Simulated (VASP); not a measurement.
# ScSi3 (Pm-3m) in VASP: density of states with PBE

Aim: the density of states of ScSi3 with PBE.

Everything below comes from runs of VASP 6.6.1. Logs are shortened: lines on timing, memory, paths and dates and some standing lists are left out, and cuts for length are marked.

### 1 The cell of the first run

The structure is cubic, space group Pm-3m (No. 221). Conventional cell: a = 3.966 Å, b = 3.966 Å, c = 3.966 Å, α = 90.00°, β = 90.00°, γ = 90.00°. Within 3.7 Å of Sc (site symmetry m-3m) lie 12 Si at 2.80 Å. Within 3.7 Å of Si (site symmetry 4/mmm) lie 4 Sc at 2.80 Å and 8 Si at 2.80 Å.

### 2 Density of states, PBE

File POSCAR:

```
ScSi3
1.0
    3.9655533451      0.0000000000      0.0000000000
    0.0000000000      3.9655533451      0.0000000000
    0.0000000000      0.0000000000      3.9655533451
Sc Si
1 3
Direct
    0.0000000000      0.0000000000      0.0000000000
    0.0000000000      0.5000000000      0.5000000000
    0.5000000000      0.5000000000      0.0000000000
    0.5000000000      0.0000000000      0.5000000000
```

File INCAR.step1:

```
ALGO = Normal ; EDIFF = 1E-6
ENCUT = 520 ; GGA = PE
ISIF = 2 ; ISMEAR = 0
LASPH = T ; LCHARG = T
LMAXMIX = 4 ; LREAL = F
LWAVE = F ; NBANDS = 20
NELM = 60 ; PREC = Accurate
SIGMA = 0.05
```

File KPOINTS.step1:

```
k-points
0
Gamma
  8 8 8
```

File INCAR.step2:

```
ALGO = Normal ; EDIFF = 1E-6
ENCUT = 520 ; GGA = PE
ICHARG = 11 ; ISIF = 2
ISMEAR = -5 ; LASPH = T
LCHARG = F ; LMAXMIX = 4
LORBIT = 11 ; LREAL = F
LWAVE = F ; NEDOS = 2001
NELM = 60 ; PREC = Accurate
SIGMA = 0.05
```

File KPOINTS.step2:

```
k-points
0
Gamma
  12 12 12
```

Potentials or basis: VASP PAW PBE potentials, release 64 (Sc_sv, Si).

Started as:

```console
> cat potpaw_PBE.64/Sc_sv/POTCAR potpaw_PBE.64/Si/POTCAR > POTCAR
> cp INCAR.step1 INCAR
> cp KPOINTS.step1 KPOINTS
> mpirun -np 1 vasp_std > vasp.out
> cp INCAR.step2 INCAR
> cp KPOINTS.step2 KPOINTS
> mpirun -np 1 vasp_std > vasp.out
```

OUTCAR:

```text
EDIFF = 1E-6
   ENCUT = 520
   GGA = PE
   ICHARG = 11
   ISIF = 2
   ISMEAR = -5
   LASPH = T
   LORBIT = 11
   LREAL = F
   NELM = 60
   PREC = Accurate

 ion  position               nearest neighbor table
   1  0.000  0.000  0.000-   2 2.80   3 2.80   4 2.80   2 2.80   4 2.80   2 2.80   3 2.80   2 2.80
                             3 2.80   4 2.80   4 2.80   3 2.80
   2  0.000  0.500  0.500-   1 2.80   3 2.80   4 2.80   1 2.80   3 2.80   1 2.80   4 2.80   1 2.80
                             3 2.80   4 2.80   3 2.80   4 2.80
   3  0.500  0.500  0.000-   1 2.80   2 2.80   4 2.80   2 2.80   4 2.80   1 2.80   4 2.80   4 2.80
                             1 2.80   2 2.80   2 2.80   1 2.80
   4  0.500  0.000  0.500-   1 2.80   2 2.80   3 2.80   1 2.80   3 2.80   2 2.80   3 2.80   3 2.80
                             1 2.80   2 2.80   1 2.80   2 2.80

  LATTYP: Found a simple cubic cell.
 ALAT       =     3.9655533451

  Lattice vectors:

 A1 = (   3.9655533451,   0.0000000000,   0.0000000000)
 A2 = (   0.0000000000,   3.9655533451,   0.0000000000)
 A3 = (   0.0000000000,   0.0000000000,   3.9655533451)

Analysis of symmetry for initial positions (statically):
=====================================================================
 Subroutine PRICEL returns:
 Original cell was already a primitive cell.

 Routine SETGRP: Setting up the symmetry group for a
 simple cubic supercell.

 Subroutine GETGRP returns: Found 48 space group operations
[... 9 lines left out ...]

 Routine SETGRP: Setting up the symmetry group for a
 simple cubic supercell.

 Subroutine GETGRP returns: Found 48 space group operations
[... 11 lines left out ...]
                                     Primitive cell

  volume of cell :      62.3608

  direct lattice vectors                    reciprocal lattice vectors
     3.965553345  0.000000000  0.000000000     0.252171617  0.000000000  0.000000000
     0.000000000  3.965553345  0.000000000     0.000000000  0.252171617  0.000000000
     0.000000000  0.000000000  3.965553345     0.000000000  0.000000000  0.252171617

  length of vectors
     3.965553345  3.965553345  3.965553345     0.252171617  0.252171617  0.252171617

  position of ions in fractional coordinates (direct lattice)
     0.000000000  0.000000000  0.000000000
     0.000000000  0.500000000  0.500000000
     0.500000000  0.500000000  0.000000000
     0.500000000  0.000000000  0.500000000

  ion indices of the primitive-cell ions
   primitive index   ion index
                 1           1
                 2           2
                 3           3
                 4           4

----------------------------------------------------------------------------------------

 KPOINTS: k-points

Automatic generation of k-mesh.
 Grid dimensions read from file:
 generate k-points for:   12   12   12

 Generating k-lattice:

  Cartesian coordinates                     Fractional coordinates (reciprocal lattice)
     0.021014301  0.000000000  0.000000000     0.083333333  0.000000000  0.000000000
     0.000000000  0.021014301  0.000000000     0.000000000  0.083333333  0.000000000
     0.000000000  0.000000000  0.021014301     0.000000000  0.000000000  0.083333333

  Length of vectors
     0.021014301  0.021014301  0.021014301

  Shift w.r.t. Gamma in fractional coordinates (k-lattice)
     0.000000000  0.000000000  0.000000000

 TETIRR: Found    854 inequivalent tetrahedra from    10368

 Subroutine IBZKPT returns following result:
 ===========================================

 Found     84 irreducible k-points:

 Following reciprocal coordinates:
            Coordinates               Weight
  0.000000  0.000000  0.000000      1.000000
  0.083333  0.000000  0.000000      6.000000
  0.166667  0.000000  0.000000      6.000000
  0.250000  0.000000  0.000000      6.000000
  0.333333  0.000000  0.000000      6.000000
  0.416667  0.000000  0.000000      6.000000
[... 16 lines left out ...]
  0.333333  0.333333  0.000000     12.000000
  0.416667  0.333333  0.000000     24.000000
 [... further k-points ...]
   k-points           NKPTS =     84   k-points in BZ     NKDIM =     84   number of bands    NBANDS=     15
   number of dos      NEDOS =   2001   number of ions     NIONS =      4
   total plane-waves  NPLWV =  27000
   dimension x,y,z NGX =    30 NGY =   30 NGZ =   30
   dimension x,y,z NGXF=    60 NGYF=   60 NGZF=   60
   ions per type =               1   3
   NGX,Y,Z   is equivalent  to a cutoff of  12.58, 12.58, 12.58 a.u.
   NGXF,Y,Z  is equivalent  to a cutoff of  25.15, 25.15, 25.15 a.u.
 SYSTEM =  unknown system
   PREC   = accura    normal or accurate (medium, high low for compatibility)
   ISTART =      0    job   : 0-new  1-cont  2-samecut
   ICHARG =     11    charge: 1-file 2-atom 10-const
   ISPIN  =      1    spin polarized calculation?
   LNONCOLLINEAR =      F non collinear calculations
   LSORBIT =      F    spin-orbit coupling
   LASPH  =      T    aspherical Exc in radial PAW
   ENCUT  =  520.0 eV  38.22 Ry    6.18 a.u.   7.37  7.37  7.37*2*pi/ulx,y,z
   NELM   =     60;   NELMIN=  2; NELMDL=  0     # of ELM steps
   EDIFF  = 0.1E-05   stopping-criterion for ELM
   LREAL  =      F    real-space projection
   EDIFFG = 0.1E-04   stopping-criterion for IOM
   NSW    =      0    number of steps for IOM
   IBRION =     -1    ionic relax: 0-MD 1-quasi-New 2-CG
   NFREE  =      0    steps in history (QN), initial steepest desc. (CG)
   ISIF   =      2    stress and relaxation
   ISYM   =      2    0-nonsym 1-usesym 2-fastsym
   POTIM  = 0.5000    time-step for ionic-motion
   TEBEG  =    0.0;   TEEND  =   0.0 temperature during run
   PSTRESS=    0.0 pullay stress
   NELECT =      23.0000    total number of electrons
   NUPDOWN=      -1.0000    fix difference up-down
   EMIN   =  10.00;   EMAX   =-10.00  energy-range for DOS
   EFERMI =   0.00;   METHOD = LEGACY
   ISMEAR =    -5;   SIGMA  =   0.05  broadening in eV -4-tet -1-fermi 0-gaus
   EFERMI_NEDOS =   21; number of points for ismear=-14 and -15
   IALGO  =     38    algorithm
   IMIX   =      4    mixing-type and parameters
     AMIX     =   0.40;   BMIX     =  1.00
     AMIX_MAG =   1.60;   BMIX_MAG =  1.00
  volume/ion in A,a.u.               =      15.59       105.21
  Fermi-wavevector in a.u.,A,eV,Ry     =   1.174033  2.218601 18.753638  1.378354
  Thomas-Fermi vector in A             =   2.310437
   LORBIT       =     11    0 simple, 1 ext, 2 COOP (PROOUT), +10 PAW based schemes
   GGA     = PE    functional components
   LHFCALC =     F    Hartree Fock is set to
   AEXX    =    0.0000 exact exchange contribution
   IVDW    =     0    specifies the selected vdW correction
   LEPSILON=     F    determine dielectric tensor
   LRPA    =     F    only Hartree local field effects (RPA)
 non-spin polarized calculation
 Fermi weights with tetrahedron method with Bloechl corrections
  energy-cutoff  :      520.00
  volume of cell :       62.36
 maximum number of plane-waves:      1743
 NGX is ok and might be reduce to    30

 number of electron      23.0000005 magnetization

 Free energy of the ion-electron system (eV)
  ---------------------------------------------------
  ext. energy  EPLUGINS =         0.00000000
  ---------------------------------------------------
  free energy    TOTEN  =       -23.31695822 eV

  energy without entropy =      -23.31695822  energy(sigma->0) =      -23.31695822

 E-fermi :   8.8905     XC(G=0): -11.1323

 val. band max:        8.9847000487   @ k =   0.1667   0.0000   0.0000
 cond. band min:       8.8973001128   @ k =   0.4167   0.2500   0.0833
 fundamental gap:     -0.0873999359
 Fermi energy:         8.8904531744

 k-point     1 :       0.0000    0.0000    0.0000
  band No.  band energies     occupation
      1     -40.5320      2.00000
      2     -19.2345      2.00000
      3     -19.2345      2.00000
      4     -19.2345      2.00000
      5      -4.0253      2.00000
      6       3.6404      2.00000
      7       3.6404      2.00000
      8       4.8833      2.00000
      9       4.8833      2.00000
     10       4.8833      2.00000
     11       9.5197     -0.01040
     12       9.6051     -0.00600
     13       9.6051      0.00000
     14       9.6051      0.00000
     15      11.5216      0.00000

 k-point     2 :       0.0833    0.0000    0.0000
  band No.  band energies     occupation
      1     -40.5318      2.00000
      2     -19.2378      2.00000
      3     -19.2341      2.00000
      4     -19.2341      2.00000
      5      -3.9594      2.00000
      6       3.0587      2.00000
      7       3.7011      2.00000
      8       4.9038      2.00000
      9       4.9038      2.00000
     10       5.3756      2.00000
     11       9.3960     -0.07081
     12       9.3960     -0.14526
     13       9.6301      0.00000
     14       9.7524      0.00000
     15      10.4884      0.00000

 k-point     3 :       0.1667    0.0000    0.0000
  band No.  band energies     occupation
      1     -40.5314      2.00000
      2     -19.2471      2.00000
      3     -19.2333      2.00000
      4     -19.2333      2.00000
      5      -3.7634      2.00000
      6       2.0902      2.00000
      7       3.8828      2.00000
      8       4.9615      2.00000
      9       4.9615      2.00000
     10       6.1172      2.00000
     11       8.9847      1.43255
     12       8.9847      1.12766
     13       9.4151     -0.00594
     14       9.7005      0.00000
     15      10.3456      0.00000

 k-point     4 :       0.2500    0.0000    0.0000
  band No.  band energies     occupation
      1     -40.5309      2.00000
      2     -19.2598      2.00000
      3     -19.2321      2.00000
      4     -19.2321      2.00000
      5      -3.4435      2.00000
      6       1.0978      2.00000
      7       4.1842      2.00000
      8       5.0447      2.00000
      9       5.0447      2.00000
     10       6.8491      2.00000
     11       8.3919      2.00024
     12       8.5836      2.00490
     13       8.5836      1.16062
     14       9.8022      0.00000
     15      10.9411      0.00000
[... 307 lines left out ...]
 k-point    22 :       0.5000    0.2500    0.0000
  band No.  band energies     occupation
      1     -40.5288      2.00000
      2     -19.2809      2.00000
      3     -19.2534      2.00000
      4     -19.2276      2.00000
      5      -1.7251      2.00000
      6      -0.5283      2.00000
      7       2.3325      2.00000
      8       4.4332      2.00000
      9       5.7250      2.00000
     10       7.2180      2.00000
     11       7.6233      2.00000
     12       8.3442      2.39546
     13       9.8306      0.00000
     14       9.8990      0.00000
     15      10.5493      0.00000

 k-point    23 :       0.3333    0.3333    0.0000
  band No.  band energies     occupation
      1     -40.5288      2.00000
      2     -19.2677      2.00000
      3     -19.2662      2.00000
      4     -19.2276      2.00000
      5      -2.0886      2.00000
      6       0.7859      2.00000
      7       1.1739      2.00000
      8       4.4735      2.00000
      9       5.7669      2.00000
     10       7.1484      2.00000
     11       7.1775      2.00000
     12       9.5947     -0.40925
     13       9.7283      0.00000
     14       9.7916      0.00000
     15      10.6752      0.00000

 k-point    24 :       0.4167    0.3333    0.0000
  band No.  band energies     occupation
      1     -40.5285      2.00000
      2     -19.2757      2.00000
      3     -19.2656      2.00000
      4     -19.2268      2.00000
      5      -1.6435      2.00000
      6       0.2019      2.00000
      7       1.3175      2.00000
      8       3.8952      2.00000
      9       5.9937      2.00000
     10       7.0183      2.00000
     11       7.6447      2.00000
     12       9.1785     -0.05668
     13       9.2672      0.00000
     14       9.9123      0.00000
     15      10.6684      0.00000

 [... further k-points ...]
[... 5 lines left out ...]
  --------------------------------------------------------------------------------------
  -------------------------------------------------------------------------------------
  Total        0.1007075      0.1007075      0.1007075      0.0000000      0.0000000     -0.0000000
  in kB        2.5873839      2.5873839      2.5873839      0.0000000      0.0000000     -0.0000000
  external PRESSURE =       2.5873839 kB  Pullay stress =       0.0000000 kB

 VOLUME and BASIS-vectors are now :
 -----------------------------------------------------------------------------
  energy-cutoff  :      520.00
  volume of cell :       62.36
      direct lattice vectors                 reciprocal lattice vectors
     3.965553345  0.000000000  0.000000000     0.252171617  0.000000000  0.000000000
     0.000000000  3.965553345  0.000000000     0.000000000  0.252171617  0.000000000
     0.000000000  0.000000000  3.965553345     0.000000000  0.000000000  0.252171617

 POSITION                                       TOTAL-FORCE (eV/Angst)
 -----------------------------------------------------------------------------------
      0.00000      0.00000      0.00000         0.000000      0.000000      0.000000
      0.00000      1.98278      1.98278         0.000000      0.000000      0.000000
      1.98278      1.98278      0.00000         0.000000      0.000000      0.000000
      1.98278      0.00000      1.98278         0.000000      0.000000      0.000000
 -----------------------------------------------------------------------------------
    total drift:                                0.000000      0.000000      0.000000

  FREE ENERGIE OF THE ION-ELECTRON SYSTEM (eV)
  ---------------------------------------------------
  free  energy   TOTEN  =       -23.3169582166 eV

  energy  without entropy=      -23.3169582166  energy(sigma->0) =      -23.31695822

 total charge

# of ion       s       p       d       tot
------------------------------------------
    1        2.182   6.155   1.287   9.624
    2        0.810   0.777   0.000   1.587
    3        0.810   0.777   0.000   1.587
    4        0.810   0.777   0.000   1.587
--------------------------------------------------
tot          4.611   8.485   1.287  14.384
```

Run time: 2.4 min. Hardware: 1 thread of AMD EPYC 7R13 (Zen 3), shared host; peak memory 0.18 GiB.

What came out:

```yaml
Valence_electrons_inside_the_program's_atomic_spheres: Sc 9.62; Si 1.59
```

Caveat: tetrahedron occupations give inexact forces and stress in metals.
